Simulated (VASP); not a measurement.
Here is a VASP 6.6.1 calculation.

INCAR

```
PREC = Accurate ; ENCUT = 600
EDIFF = 1E-6 ; ISMEAR = 0
SIGMA = 0.1 ; LREAL = False
LASPH = True ; NELM = 120
ALGO = Normal ; ISIF = 2
LWAVE = False ; LCHARG = False
GGA = PS ; NBANDS = 23
GGA_COMPAT = False
```

File KPOINTS:

```
Automatic mesh
0
Gamma
  8 8 8
```

POSCAR

```
Ru
1.0
   -2.3424685061      2.3424685061      1.3582683630
    2.3424685061     -2.3424685061      1.3582683630
    2.3424685061      2.3424685061     -1.3582683630
Ru
2
Direct
    0.0000000000      0.0000000000      0.0000000000
    0.7500000000      0.2500000000      0.5000000000
```

Potentials or basis: VASP PAW PBE potentials, release 64 (Ru_sv).

Command:

```console
$ cat potpaw_PBE.64/Ru_sv/POTCAR > POTCAR
$ mpirun -np 1 vasp_std > vasp.out
```

Question: Predict the pressure.

Answer: -0.2 GPa.

Question: What does it give for the band gap on the k mesh?

Answer: Zero (band 16 reaches 14.09 eV, above the bottom of band 17 at 12.64 eV).

Stress tensor (GPa, compression positive):
```
-0.27  0.00  0.00
 0.00 -0.27  0.00
 0.00  0.00 -0.01
```

Caveat: the PAW data sets were made with another functional, which shifts forces and pressure a little.
